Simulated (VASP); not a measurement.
Input of a VASP 6.6.1 run:

INCAR

```
SYSTEM = NbSiO4
PREC = Accurate
ENCUT = 520
EDIFF = 1E-6
ISMEAR = 0
SIGMA = 0.1
LREAL = .False.
LASPH = .True.
NELM = 80
ALGO = Normal
ISIF = 2
LWAVE = .False.
LCHARG = .True.
GGA = PE
LELF = .True.
LVHAR = .True.
NBANDS = 30
```

The input KPOINTS:

```
regular mesh
0
Gamma
  6 6 4
  0 0 0
```

Contents of POSCAR:

```
NbSiO4
1.0
    3.2670780500      0.0000000000      0.0000000000
    0.0000000000      3.2670780500      0.0000000000
    0.0000000000      0.0000000000      5.7420966400
Nb Si O
1 1 4
Direct
    0.5000000000      0.5000000000      0.5000000000
    0.0000000000      0.0000000000      0.0000000000
    0.5000000000      0.0000000000      0.0000000000
    0.0000000000      0.5000000000      0.0000000000
    0.0000000000      0.0000000000      0.2737000000
    0.0000000000      0.0000000000      0.7263000000
```

Potentials or basis: VASP PAW PBE potentials, release 64 (Nb_sv, Si, O).

Command:

```sh
$ cat potpaw_PBE.64/Nb_sv/POTCAR potpaw_PBE.64/Si/POTCAR potpaw_PBE.64/O/POTCAR > POTCAR
$ mpirun -np 1 vasp_std > vasp.out
```

Question: Predict the pressure.

Answer: 19.9 GPa.

Question: Predict the band gap on the k mesh.

Answer: Zero (an odd number of electrons rules out a gap without spin polarisation).

Question: Estimate the largest force.

Answer: 10.435 eV/Å.

Stress tensor (GPa, compression positive):
```
 3.04  0.00  0.00
 0.00  3.04  0.00
 0.00  0.00 53.52
```

Caveat: the cell stands under pressure; an odd number of electrons without spin polarisation forces a metal; a magnetic or distorted state may lie lower.
